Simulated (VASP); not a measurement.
# As (Pm-3m) in VASP: further runs, part 2 of 2

VASP 6.6.1. Earlier steps stand in the parts before.

## Step 3: Single point, PBE

Input file INCAR:

```
PREC = Accurate ; ENCUT = 520
EDIFF = 1E-6 ; ISMEAR = -1
SIGMA = 0.1 ; LREAL = False
LASPH = True ; NELM = 60
ALGO = Normal ; ISIF = 2
LWAVE = False ; LCHARG = False
GGA = PE ; NBANDS = 8
```

Input file KPOINTS:

```
Automatic mesh
0
Gamma
  15 15 15
```

Input file POSCAR:

```
As
1.0
    2.5291893927      0.0000000000      0.0000000000
    0.0000000000      2.5291893927      0.0000000000
    0.0000000000      0.0000000000      2.5291893927
As
1
Direct
    0.0000000000      0.0000000000      0.0000000000
```

Potentials or basis: VASP PAW PBE potentials, release 64 (As).

The run is started by

```bash
$ cat potpaw_PBE.64/As/POTCAR > POTCAR
$ mpirun -np 1 vasp_std > vasp.out
```

OUTCAR:

```text
PREC = Accurate
   ENCUT = 520
   EDIFF = 1E-6
   ISMEAR = -1
   LREAL = False
   LASPH = True
   NELM = 60
   ISIF = 2
   GGA = PE

 ion  position               nearest neighbor table
   1  0.000  0.000  0.000-

  LATTYP: Found a simple cubic cell.
 ALAT       =     2.5291893927

  Lattice vectors:

 A1 = (   2.5291893927,   0.0000000000,   0.0000000000)
 A2 = (   0.0000000000,   2.5291893927,   0.0000000000)
 A3 = (   0.0000000000,   0.0000000000,   2.5291893927)

Analysis of symmetry for initial positions (statically):
=====================================================================
 Subroutine PRICEL returns:
 Original cell was already a primitive cell.

 Routine SETGRP: Setting up the symmetry group for a
 simple cubic supercell.

 Subroutine GETGRP returns: Found 48 space group operations
 (whereof 48 operations were pure point group operations)
 out of a pool of 48 trial point group operations.

The static configuration has the point symmetry O_h .

Analysis of symmetry for dynamics (positions and initial velocities):
=====================================================================
 Subroutine PRICEL returns:
 Original cell was already a primitive cell.

 Routine SETGRP: Setting up the symmetry group for a
 simple cubic supercell.

 Subroutine GETGRP returns: Found 48 space group operations
 (whereof 48 operations were pure point group operations)
 out of a pool of 48 trial point group operations.

The dynamic configuration has the point symmetry O_h .

 Subroutine INISYM returns: Found 48 space group operations
 (whereof 48 operations are pure point group operations),
 and found     1 'primitive' translations

----------------------------------------------------------------------------------------

[... 102 lines left out ...]
   NUPDOWN=      -1.0000    fix difference up-down
   EMIN   =  10.00;   EMAX   =-10.00  energy-range for DOS
   EFERMI =   0.00;   METHOD = LEGACY
   ISMEAR =    -1;   SIGMA  =   0.10  broadening in eV -4-tet -1-fermi 0-gaus
   EFERMI_NEDOS =   21; number of points for ismear=-14 and -15
   IALGO  =     38    algorithm
   IMIX   =      4    mixing-type and parameters
     AMIX     =   0.40;   BMIX     =  1.00
     AMIX_MAG =   1.60;   BMIX_MAG =  1.00
  volume/ion in A,a.u.               =      16.18       109.18
  Fermi-wavevector in a.u.,A,eV,Ry     =   1.106837  2.091618 16.668322  1.225087
  Thomas-Fermi vector in A             =   2.243343
   LORBIT       =      0    0 simple, 1 ext, 2 COOP (PROOUT), +10 PAW based schemes
   GGA     = PE    functional components
   LHFCALC =     F    Hartree Fock is set to
   AEXX    =    0.0000 exact exchange contribution
   IVDW    =     0    specifies the selected vdW correction
   LEPSILON=     F    determine dielectric tensor
   LRPA    =     F    only Hartree local field effects (RPA)
 non-spin polarized calculation
  energy-cutoff  :      520.00
  volume of cell :       16.18
 maximum number of plane-waves:       461
 NGX is ok and might be reduce to    20
   NGX =  9   NGY =  9   NGZ =  9

 number of electron       5.0000002 magnetization

 Free energy of the ion-electron system (eV)
  ---------------------------------------------------
  ext. energy  EPLUGINS =         0.00000000
  ---------------------------------------------------
  free energy    TOTEN  =        -4.23846522 eV

  energy without entropy =       -4.22561147  energy(sigma->0) =       -4.23203835

 E-fermi :   8.5775     XC(G=0): -11.3313

 val. band max:        8.5708509814   @ k =   0.2000   0.2000   0.0667
 cond. band min:       8.6988805704   @ k =   0.4667   0.2667   0.1333
 fundamental gap:      0.1280295890
 Fermi energy:         8.5775182915

 k-point     1 :       0.0000    0.0000    0.0000
  band No.  band energies     occupation
      1      -8.5564      2.00000
      2      13.4153      0.00000
      3      13.4153      0.00000
      4      13.4153      0.00000
      5      17.1363      0.00000
      6      17.1363      0.00000
      7      20.8716      0.00000
      8      36.0875      0.00000
[... 243 lines left out ...]
 k-point    24 :       0.3333    0.2000    0.0000
  band No.  band energies     occupation
      1      -5.3014      2.00000
      2       3.6164      2.00000
      3       9.3926      0.00058
      4      16.2524      0.00000
      5      18.8222      0.00000
      6      21.6260      0.00000
      7      27.1389      0.00000
      8      27.5503      0.00000

 [... further k-points ...]
[... 5 lines left out ...]
  --------------------------------------------------------------------------------------
  -------------------------------------------------------------------------------------
  Total        3.1119581      3.1119581      3.1119581     -0.0000000     -0.0000000      0.0000000
  in kB      308.1770301    308.1770301    308.1770301     -0.0000000     -0.0000000      0.0000000
  external PRESSURE =     308.1770301 kB  Pullay stress =       0.0000000 kB

 VOLUME and BASIS-vectors are now :
 -----------------------------------------------------------------------------
  energy-cutoff  :      520.00
  volume of cell :       16.18
      direct lattice vectors                 reciprocal lattice vectors
     2.529189393  0.000000000  0.000000000     0.395383597  0.000000000  0.000000000
     0.000000000  2.529189393  0.000000000     0.000000000  0.395383597  0.000000000
     0.000000000  0.000000000  2.529189393     0.000000000  0.000000000  0.395383597

 POSITION                                       TOTAL-FORCE (eV/Angst)
 -----------------------------------------------------------------------------------
      0.00000      0.00000      0.00000         0.000000      0.000000      0.000000
 -----------------------------------------------------------------------------------
    total drift:                               -0.000000     -0.000000      0.000000

  FREE ENERGIE OF THE ION-ELECTRON SYSTEM (eV)
  ---------------------------------------------------
  free  energy   TOTEN  =        -4.2384652228 eV

  energy  without entropy=       -4.2256114717  energy(sigma->0) =       -4.23203835
```

OSZICAR:

```text
N       E                     dE             d eps       ncg     rms          rms(c)
DAV:   1     0.257011660309E+01    0.25701E+01   -0.22379E+03  1920   0.483E+02
DAV:   2    -0.419560370856E+01   -0.67657E+01   -0.65994E+01  2624   0.520E+01
DAV:   3    -0.424543811683E+01   -0.49834E-01   -0.49792E-01  2136   0.500E+00
DAV:   4    -0.424547104639E+01   -0.32930E-04   -0.32930E-04  3016   0.147E-01
DAV:   5    -0.424547105796E+01   -0.11565E-07   -0.11512E-07  2152   0.156E-03    0.312E+00
DAV:   6    -0.424018856401E+01    0.52825E-02   -0.18160E-03  2200   0.283E-01    0.189E+00
DAV:   7    -0.423842303942E+01    0.17655E-02   -0.36302E-03  2168   0.439E-01    0.716E-02
DAV:   8    -0.423845987421E+01   -0.36835E-04   -0.74492E-05  2368   0.544E-02    0.249E-02
DAV:   9    -0.423846517180E+01   -0.52976E-05   -0.97335E-06  2528   0.208E-02    0.417E-03
DAV:  10    -0.423846522280E+01   -0.50998E-07   -0.89954E-07  2248   0.554E-03
   1 F= -.42384652E+01 E0= -.42320383E+01  d E =-.128538E-01
```

stdout:

```text
POSCAR found type information on POSCAR As
 POSCAR found :  1 types and       1 ions
 scaLAPACK will be used
 LDA part: xc-table for (Slater+PW92), standard interpolation
 POSCAR, INCAR and KPOINTS ok, starting setup
 FFT: planning ... GRIDC
 FFT: planning ... GRID_SOFT
 FFT: planning ... GRID
 WAVECAR not read
 entering main loop
```

Run time: 10 s. Hardware: 1 thread of Intel Xeon 8259CL, shared host; peak memory 0.13 GiB.

Results:

- Free energy: -4.2385 eV
- Pressure: 30.8 GPa

Levels at points of the mesh, in eV from the Fermi level:
```tsv
k point	band 1	band 2	band 3	band 4	band 5	band 6	band 7
(0.00, 0.00, 0.00)	-17.13	4.84	4.84	4.84	8.56	8.56	12.29
```

## Step 4: Relaxation of cell and atoms, PBE, target pressure 30 GPa, at which the enthalpy is minimised

This run uses another cell than the first one, of 16.13 Å³/atom, 0.997 times its volume.

Input file INCAR:

```
ALGO = Normal
EDIFF = 1E-6
EDIFFG = -0.005
ENCUT = 600
GGA = PE
IBRION = 2
ISIF = 3
ISMEAR = -1
LASPH = T
LCHARG = F
LREAL = F
LWAVE = F
NELM = 60
NSW = 60
PREC = Accurate
PSTRESS = 300.0
SIGMA = 0.1
```

Input file KPOINTS:

```
k-points
0
Gamma
  15 15 15
```

Input file POSCAR:

```
As
1.0
    2.5264673908      0.0000000000      0.0000000000
    0.0000000000      2.5264673908      0.0000000000
    0.0000000000      0.0000000000      2.5264673908
As
1
Direct
    0.0000000000      0.0000000000      0.0000000000
```

The run is started by

```bash
$ cat potpaw_PBE.64/As/POTCAR > POTCAR
$ mpirun -np 1 vasp_std > vasp.out
```

Wall time 23 s (1 thread of Intel Xeon 8259CL, shared host); peak memory 0.14 GiB.

It converged, with:

```
Free energy                                            : -4.2509 eV
Relaxed volume                                         : 16.24 Å³/atom
Relaxed cell                                           : a = 2.533 Å, b = 2.533 Å, c = 2.533 Å, α = 90.00°, β = 90.00°, γ = 90.00°
Space group after relaxing (to 0.05 Å)                 : Pm-3m (No. 221)
Energy change on relaxing (the enthalpy is what falls) : -22.5 meV/atom
Ionic steps                                            : 3
Pressure after relaxing                                : 30.0 GPa
```

The path:
| step | energy change (eV) | largest force (eV/Å) | pressure (GPa) | volume (Å³) |
| --- | --- | --- | --- | --- |
| 1 | 0.0000 | 0.0000 | 31.47 | 16.13 |
| 2 | -0.0638 | 0.0000 | 27.24 | 16.48 |
| 3 | -0.0225 | 0.0000 | 30.01 | 16.24 |

Final structure:
```
As
1.0
     2.53259    0.00000    0.00000
     0.00000    2.53259    0.00000
     0.00000    0.00000    2.53259
As
1
Direct
  0.00000 0.00000 0.00000
```

Levels at points of the mesh, in eV from the Fermi level:
```
           k point  band 1  band 2  band 3  band 4  band 5  band 6
(0.00, 0.00, 0.00)  -17.09    4.82    4.82    4.82    8.56    8.56
```

Caveat: the cell is relaxed towards a set pressure, so the enthalpy falls and the energy may rise.

## Step 5: Relaxation of cell and atoms, PBE, target pressure 30 GPa, at which the enthalpy is minimised

Input file INCAR:

```
PREC     = Accurate       # precision mode
ENCUT    = 600            # plane-wave cutoff, eV
EDIFF    = 1E-6           # SCF threshold, eV
ISMEAR   = -1             # smearing method
SIGMA    = 0.1            # smearing width, eV
LREAL    = False          # projectors in reciprocal space
LASPH    = True           # aspherical terms in the spheres
NELM     = 60             # most SCF steps
ALGO     = Normal         # electronic algorithm
ISIF     = 3              # what is computed and relaxed
LWAVE    = False          # write WAVECAR
LCHARG   = False          # write CHGCAR
GGA      = PE             # functional
IBRION   = 2              # ionic algorithm
NSW      = 32             # ionic steps
EDIFFG   = -0.005         # ionic threshold
PSTRESS  = 300.0
```

Input file KPOINTS:

```
Automatic mesh
0
Gamma
  15 15 15
```

Input file POSCAR:

```
As
1.0
    2.5291893927      0.0000000000      0.0000000000
    0.0000000000      2.5291893927      0.0000000000
    0.0000000000      0.0000000000      2.5291893927
As
1
Direct
    0.0000000000      0.0000000000      0.0000000000
```

The run is started by

```bash
$ cat potpaw_PBE.64/As/POTCAR > POTCAR
$ mpirun -np 1 vasp_std > vasp.out
```

It took 25 s on 1 thread of Intel Xeon 8259CL, shared host; peak memory 0.14 GiB.

Results (log left out):

```yaml
Free_energy: -4.2508 eV
Relaxed_volume: 16.24 Å³/atom
Relaxed_cell: a = 2.533 Å, b = 2.533 Å, c = 2.533 Å, α = 90.00°, β = 90.00°, γ = 90.00°
Space_group_after_relaxing_to_0.05_Å: Pm-3m (No. 221)
Energy_change_on_relaxing_the_enthalpy_is_what_falls: -12.3 meV/atom
Ionic_steps: 3
Pressure_after_relaxing: 30.0 GPa
```

Step by step:
```csv
step,energy change (eV),largest force (eV/Å),pressure (GPa),volume (Å³)
1,0.0000,0.0000,30.82,16.18
2,-0.0358,0.0000,28.45,16.37
3,-0.0123,0.0000,30.01,16.24
```

Final structure:
```
As
1.0
     2.53256    0.00000    0.00000
     0.00000    2.53256    0.00000
     0.00000    0.00000    2.53256
As
1
Direct
  0.00000 0.00000 0.00000
```

Levels at points of the mesh, in eV from the Fermi level:
```tsv
k point	band 1	band 2	band 3	band 4	band 5	band 6
(0.00, 0.00, 0.00)	-17.09	4.82	4.82	4.82	8.56	8.56
```

Caveat: the cell is relaxed towards a set pressure, so the enthalpy falls and the energy may rise.

## Step 6: Summary

| task | cell | cutoff (eV) | gap on the mesh (eV) | pressure (GPa) |
| --- | --- | --- | --- | --- |
| single point | a = 2.529 Å, 1 atom | 520 | none | 30.8 |
| relaxation of cell and atoms | relaxed to 30 GPa from a = 2.526 Å, 1 atom | 600 | none | 30.0 |
| relaxation of cell and atoms | relaxed to 30 GPa from a = 2.529 Å, 1 atom | 600 | none | 30.0 |

Alike in all rows: level PBE; potentials or basis VASP PAW PBE potentials, release 64 (As); no spin polarisation; k mesh 15 × 15 × 15; smearing fermi-dirac 0.1 eV.

Caveats: the cell is relaxed towards a set pressure, so the enthalpy falls and the energy may rise (some runs).

Absolute energies hang on the potentials; compare differences alone.
